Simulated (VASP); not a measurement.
# PbSe: single point with PBE

Crystal: PbSe.

```
CELL_PARAMETERS angstrom
-0.02059 3.06811 3.06811
3.06811 -0.02059 3.06811
3.06811 3.06811 -0.02059
ATOMIC_POSITIONS crystal
Pb 0.00000 0.00000 0.00000
Se 0.50000 0.50000 0.50000
```

This cell differs from its parent crystal: strain along [111] -1.0%.

* Program: VASP 6.6.1
* Task: single point
* Functional: PBE
* Potentials or basis: VASP PAW PBE potentials, release 64 (Pb_d, Se)
* Cutoff: 500 eV
* k mesh: 8 × 8 × 8
* Occupations: fermi-dirac, width 0.02 eV
* Spin: no spin polarisation
* Dipole correction: no
* Further INCAR settings: ALGO = Normal; EDIFF = 1e-06; NBANDS = 17

* Pressure: 1.4 GPa
* Band gap on the k mesh: 0.29 eV, indirect (least direct gap 0.34 eV)

Stress tensor (GPa, compression positive):
```
1.45 0.11 0.11
0.11 1.45 0.11
0.11 0.11 1.45
```

Levels at points of the mesh, in eV from the valence-band top:
| k point | band 8 | band 9 | band 10 | band 11 | band 12 | band 13 |
| --- | --- | --- | --- | --- | --- | --- |
| (0.00, 0.00, 0.00) | -1.83 | -1.83 | -1.75 | 4.66 | 4.68 | 4.68 |
| (0.50, 0.00, 0.00) | -1.41 | -1.38 | 0.00 | 0.35 | 1.73 | 1.77 |
| (0.50, 0.50, 0.00) | -4.84 | -3.16 | -3.09 | 3.77 | 5.53 | 5.55 |
| (0.50, 0.50, 0.50) | -1.43 | -1.43 | -0.06 | 0.29 | 1.68 | 1.68 |

It took 19 s on 1 thread of Intel(R) Xeon(R) 6975P-C (Granite Rapids), with other jobs on the host, peak memory 0.21 GiB.

Caveat: the cell differs from its parent crystal (strain along [111] -1.0%); spin-orbit coupling is left out, which moves the levels of the heavy elements. A k mesh can miss the band edges.
